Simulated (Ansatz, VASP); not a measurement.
**Two plane-wave programs on PtSe2**

```
CELL_PARAMETERS angstrom
3.70700 0.00000 0.00000
-1.85350 3.21036 0.00000
0.00000 0.00000 31.12129
ATOMIC_POSITIONS crystal
Se 0.66667 0.33333 0.45892
Se 0.33333 0.66667 0.54108
Pt 0.00000 0.00000 0.50000
```

Alike in both runs: task single point; functional PBE; dispersion D3(BJ); k mesh 9 × 9 × 1; occupations gaussian, width 0.02 eV; no spin polarisation.

|  | VASP | Ansatz |
| --- | --- | --- |
| version | VASP 6.6.1 | Ansatz 0.2.0 |
| potentials or method | VASP PAW PBE potentials, release 64 (Se, Pt), cutoff 400 eV | scalar-relativistic, plane waves, PAW |
| valence electrons in the cell | 22 | 50 |

|  | VASP | Ansatz | Ansatz less VASP |
| --- | --- | --- | --- |
| gap on the k mesh at the Fermi level (eV) | 1.45 | 1.46 | +0.008 |
| least direct gap on the mesh (eV) | 1.53 | 1.54 | +0.010 |
| rms of the force components (eV/Å) | 0.265 | 0.264 | -0.0008 |

VASP's potentials hold 22 valence electrons a cell and Ansatz's 50, so a difference there can come from the potentials and not from the codes.

Spin-orbit coupling is off throughout.
